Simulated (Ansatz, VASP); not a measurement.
**C in VASP and in Ansatz**

File INCAR:

```
PREC = Accurate
ENCUT = 520
EDIFF = 1E-6
ISMEAR = 0
SIGMA = 0.15
LREAL = F
LASPH = T
NELM = 100
ALGO = Normal
ISIF = 2
LWAVE = F
LCHARG = F
GGA = PE
IVDW = 12
NBANDS = 36
```

Contents of KPOINTS:

```
regular mesh
0
Gamma
  18 18 2
```

File POSCAR:

```
C
1.0
    2.4648840281      0.0000000000      0.0092433151
   -1.2324420141      2.1346521857     -0.0046216576
    0.0772728554      0.0000000000     20.6060947640
C
12
Direct
    0.6666666667      0.3333333333      0.9519899901
    0.6666666667      0.3333333333      0.4520101828
    0.6666666667      0.3333333333      0.7793231472
    0.6666666667      0.3333333333      0.2793433400
    0.0000000000      0.0000000000      0.6156666650
    0.3333333333      0.6666666667      0.2793231472
    0.0000000000      0.0000000000      0.1156666650
    0.6666666667      0.3333333333      0.6156666650
    0.3333333333      0.6666666667      0.7793433400
    0.3333333333      0.6666666667      0.1156666650
    0.3333333333      0.6666666667      0.4519899901
    0.3333333333      0.6666666667      0.9520101828
```

Input for Ansatz:

```yaml
crystal:
  lattice:
    - [2.4648840281, 0.0, 0.0092433151]
    - [-1.2324420141, 2.1346521857, -0.0046216576]
    - [0.0772728554, 0.0, 20.606094764]
  atoms:
    - { symbol: C, position: [0.6666666667, 0.3333333333, 0.9519899901] }
    - { symbol: C, position: [0.6666666667, 0.3333333333, 0.4520101828] }
    - { symbol: C, position: [0.6666666667, 0.3333333333, 0.7793231472] }
    - { symbol: C, position: [0.6666666667, 0.3333333333, 0.27934334] }
    - { symbol: C, position: [0.0, 0.0, 0.615666665] }
    - { symbol: C, position: [0.3333333333, 0.6666666667, 0.2793231472] }
    - { symbol: C, position: [0.0, 0.0, 0.115666665] }
    - { symbol: C, position: [0.6666666667, 0.3333333333, 0.615666665] }
    - { symbol: C, position: [0.3333333333, 0.6666666667, 0.77934334] }
    - { symbol: C, position: [0.3333333333, 0.6666666667, 0.115666665] }
    - { symbol: C, position: [0.3333333333, 0.6666666667, 0.4519899901] }
    - { symbol: C, position: [0.3333333333, 0.6666666667, 0.9520101828] }
basis:
  ecutwfc: 420
kpoints:
  mp_grid: { grid: [18, 18, 2] }
hamiltonian:
  xc: pbe
  dispersion: d3bj
scf:
  occupations: { method: gaussian, width: 0.15 }
output:
  forces: true
  stress: true
  eigenvalues: true
```

Change from the starting cell: strain +0.0075 x Voigt [0, 0, 0, 0, 1, 0], atoms carried along.

Alike in both runs: task single point; functional PBE; dispersion D3(BJ); k mesh 18 × 18 × 2; occupations gaussian, width 0.15 eV; no spin polarisation.

|  | VASP | Ansatz |
| --- | --- | --- |
| version | VASP 6.6.1 | Ansatz 0.2.0 |
| potentials or method | VASP PAW PBE potentials, release 64 (C), cutoff 520 eV | scalar-relativistic, plane waves, PAW |
| valence electrons in the cell | 48 | 48 |

```csv
,VASP,Ansatz,Ansatz less VASP
pressure (GPa),0.4,0.0,-0.44
"traceless stress, the component that is largest in VASP (GPa)",-0.52,-0.01,+0.514
```
